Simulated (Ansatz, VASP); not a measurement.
# Ti: VASP beside Ansatz

INCAR

```
SYSTEM = Ti
ALGO     = Normal         ! electronic algorithm
EDIFF    = 1E-6           ! SCF threshold, eV
ENCUT    = 500            ! plane-wave cutoff, eV
GGA      = PE             ! functional
GGA_COMPAT= .False.      
ISIF     = 2              ! what is computed and relaxed
ISMEAR   = 0              ! smearing method
LASPH    = .True.         ! aspherical terms in the spheres
LCHARG   = .False.        ! write CHGCAR
LREAL    = .False.        ! projectors in reciprocal space
LWAVE    = .False.        ! write WAVECAR
NBANDS   = 25             ! bands
NELM     = 120            ! most SCF steps
PREC     = Accurate       ! precision mode
SIGMA    = 0.15           ! smearing width, eV
```

The input KPOINTS:

```
k-points
0
Gamma
  12 12 14
  0 0 0
```

File POSCAR:

```
Ti
1.0
    4.5410922605      0.0000000000      0.0000000000
   -2.2705461302      3.9327012585      0.0000000000
    0.0000000000      0.0000000000      2.8082579439
Ti
3
Direct
   -0.0190008318     -0.0380016635      0.0000000000
    0.3428337492      0.6856674984      0.5000000000
    0.6761670825      0.3523341651      0.5000000000
```

Input for Ansatz:

```yaml
crystal:
  lattice:
    - [4.5410922605, 0.0, 0.0]
    - [-2.2705461302, 3.9327012585, 0.0]
    - [0.0, 0.0, 2.8082579439]
  atoms:
    - { symbol: Ti, position: [-0.0190008318, -0.0380016635, 0.0] }
    - { symbol: Ti, position: [0.3428337492, 0.6856674984, 0.5] }
    - { symbol: Ti, position: [0.6761670825, 0.3523341651, 0.5] }
basis:
  ecutwfc: 520.0
kpoints:
  mp_grid: { grid: [12, 12, 14] }
hamiltonian:
  xc: pbe
  pseudopotentials: { kind: paw, azcp: { folder: soft_1 } }
scf:
  occupations: { method: gaussian, width: 0.15 }
output:
  forces: true
  stress: true
  eigenvalues: true
```

Change from the starting cell: mode 6 frozen in at -0.151 Å, equal normal strain along x, y and z -0.0083.

Alike in both runs: task single point; functional PBE; k mesh 12 × 12 × 14; occupations gaussian, width 0.15 eV; no spin polarisation.

|  | VASP | Ansatz |
| --- | --- | --- |
| version | VASP 6.6.1 | Ansatz 0.2.0 |
| potentials or method | VASP PAW PBE potentials, release 64 (Ti_sv), cutoff 500 eV | scalar-relativistic, plane waves, PAW |
| valence electrons in the cell | 36 | 36 |

|  | VASP | Ansatz | Ansatz less VASP |
| --- | --- | --- | --- |
| gap on the k mesh at the Fermi level (eV) | none | none | - |
| pressure (GPa) | 4.0 | 4.3 | +0.28 |
| traceless stress, the component that is largest in VASP (GPa) | 1.23 | 1.23 | +0.001 |
| rms of the force components (eV/Å) | 0.413 | 0.417 | +0.0034 |

Atom by atom the forces differ by 0.004 eV/Å (rms over components). A gap of «none» marks a metal or a gap that the smearing closes. With one functional, cell and mesh, what is left measures potentials, basis and numerics.
